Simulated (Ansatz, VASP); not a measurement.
NaH in VASP and in Ansatz

The input INCAR:

```
SYSTEM = NaH
PREC = Accurate ; ENCUT = 520
EDIFF = 1E-7 ; ISMEAR = -1
SIGMA = 0.03 ; LREAL = .FALSE.
LASPH = .TRUE. ; NELM = 100
ALGO = Normal ; ISIF = 2
LWAVE = .FALSE. ; LCHARG = .TRUE.
GGA = PS ; LELF = .TRUE.
LVHAR = .TRUE. ; NBANDS = 11
```

KPOINTS

```
Automatic mesh
0
G
  9 9 9
  0 0 0
```

The input POSCAR:

```
NaH
1.0
    0.0000000000      2.4400000000      2.4644000000
    2.4400000000      0.0000000000      2.4644000000
    2.4400000000      2.4400000000      0.0000000000
Na H
1 1
Direct
    0.0000000000      0.0000000000      0.0000000000
    0.5000000000      0.5000000000      0.5000000000
```

Input for Ansatz:

```yaml
crystal:
  lattice:
    - [0.0, 2.44, 2.4644]
    - [2.44, 0.0, 2.4644]
    - [2.44, 2.44, 0.0]
  atoms:
    - { symbol: Na, position: [0.0, 0.0, 0.0] }
    - { symbol: H, position: [0.5, 0.5, 0.5] }
kpoints:
  mp_grid: { grid: [9, 9, 9] }
  band_path:
    path:
      - [0.0, 0.0, 0.0]
      - [0.0, 0.5, 0.5]
      - [0.25, 0.75, 0.5]
      - [0.0, 0.5, 0.0]
      - [0.0, 0.0, 0.0]
      - [0.5, 0.5, 0.0]
      - [0.3725370062, 0.6274629938, 0.0]
      - [-0.3725370062, 0.3725370062, 0.0]
      - [0.0, 0.0, 0.0]
    npoints: 5
scf:
  occupations: { method: fermi_dirac, width: 0.03 }
hamiltonian:
  xc: pbesol
  pseudopotentials: { kind: all_electron, lapw: { basis_error: 0.001 } }
output:
  forces: true
  stress: true
  eigenvalues: true
```

Change from the starting cell: zz strain of +1 %.

Alike in both runs: task single point; functional PBEsol; k mesh 9 × 9 × 9; occupations fermi-dirac, width 0.03 eV; no spin polarisation.

|  | VASP | Ansatz |
| --- | --- | --- |
| version | VASP 6.6.1 | Ansatz 0.2.0 |
| potentials or method | VASP PAW PBE potentials, release 64 (Na_pv, H), cutoff 520 eV | all-electron LAPW, scalar-relativistic |

```tsv
	VASP	Ansatz	Ansatz less VASP
gap on the k mesh at the Fermi level (eV)	3.79	3.79	+0.002
pressure (GPa)	-1.4	-1.4	+0.01
traceless stress, the component that is largest in VASP (GPa)	-0.17	-0.17	+0.003
```

VASP's potentials were made for PBE, not for PBEsol. Ansatz ran all-electron here, and VASP with PAW potentials.
